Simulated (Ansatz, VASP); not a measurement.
**Two plane-wave programs on Ge**

```
Ge
1.0
     0.51149    2.38277    2.38277
     2.38277    0.51149    2.38277
     2.38277    2.38277    0.51149
Ge
1
Direct
  0.00000 0.00000 0.00000
```

Alike in both runs: task single point; functional r2SCAN; k mesh 22 × 22 × 22; occupations gaussian, width 0.15 eV; no spin polarisation.

|  | VASP | Ansatz |
| --- | --- | --- |
| version | VASP 6.6.1 | Ansatz 0.2.0 |
| potentials or method | VASP PAW PBE potentials, release 64 (Ge_d), cutoff 520 eV | scalar-relativistic, plane waves, PAW |
| valence electrons in the cell | 14 | 14 |

Ansatz gave:

```
gap on the k mesh at the Fermi level (eV)                     : none
pressure (GPa)                                                : 10.5
traceless stress, the component that is largest in VASP (GPa) : -7.15
```

Q: What did VASP give for the same quantities?

A: gap on the k mesh at the Fermi level (eV): none; pressure (GPa): 10.3; traceless stress, the component that is largest in VASP (GPa): -7.13.

VASP's potentials were made for PBE, not for r2SCAN. A gap of «none» marks a metal or a gap that the smearing closes.
